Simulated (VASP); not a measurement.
Input of a VASP 6.6.1 run:

POSCAR

```
NaH
1.0
    0.0000000000      2.3975116441      2.3975116441
    2.3975116441      0.0000000000      2.3975116441
    2.3975116441      2.3975116441      0.0000000000
Na H
1 1
Direct
    0.0000000000      0.0000000000      0.0000000000
    0.5000000000      0.5000000000      0.5000000000
```

File INCAR.step1:

```
ALGO     = Normal         # electronic algorithm
EDIFF    = 1E-4           # SCF threshold, eV
ENCUT    = 520            # plane-wave cutoff, eV
GGA      = PE             # functional
ISMEAR   = -1             # smearing method
LASPH    = True           # aspherical terms in the spheres
LCHARG   = False          # write CHGCAR
LREAL    = False          # projectors in reciprocal space
LWAVE    = True           # write WAVECAR
NBANDS   = 11             # bands
NELM     = 80             # most SCF steps
PREC     = Accurate       # precision mode
SIGMA    = 0.02           # smearing width, eV
```

File INCAR.step2:

```
ALGO     = Normal         # electronic algorithm
EDIFF    = 1E-6           # SCF threshold, eV
ENCUT    = 520            # plane-wave cutoff, eV
ISIF     = 2              # what is computed and relaxed
ISMEAR   = -1             # smearing method
ISTART   = 1            
LASPH    = True           # aspherical terms in the spheres
LCHARG   = True           # write CHGCAR
LELF     = True           # ELF
LMIXTAU  = True         
LREAL    = False          # projectors in reciprocal space
LVHAR    = True         
LWAVE    = False          # write WAVECAR
METAGGA  = R2SCAN         # meta-GGA
NBANDS   = 11             # bands
NELM     = 80             # most SCF steps
PREC     = Accurate       # precision mode
SIGMA    = 0.02           # smearing width, eV
```

KPOINTS

```
k-points
0
Gamma
  8 8 8
```

Potentials or basis: VASP PAW PBE potentials, release 64 (Na_pv, H).

Run with:

```bash
$ cat potpaw_PBE.64/Na_pv/POTCAR potpaw_PBE.64/H/POTCAR > POTCAR
$ cp INCAR.step1 INCAR
$ mpirun -np 1 vasp_std > vasp.out
$ cp INCAR.step2 INCAR
$ mpirun -np 1 vasp_std > vasp.out
```

Q: Estimate the band gap on the k mesh.

A: 4.41 eV, indirect (least direct gap 5.26 eV).

Q: Predict the pressure.

A: -0.3 GPa.

Caveat: the PAW data sets were made with another functional, which shifts forces and pressure a little. A k mesh can miss the band edges.
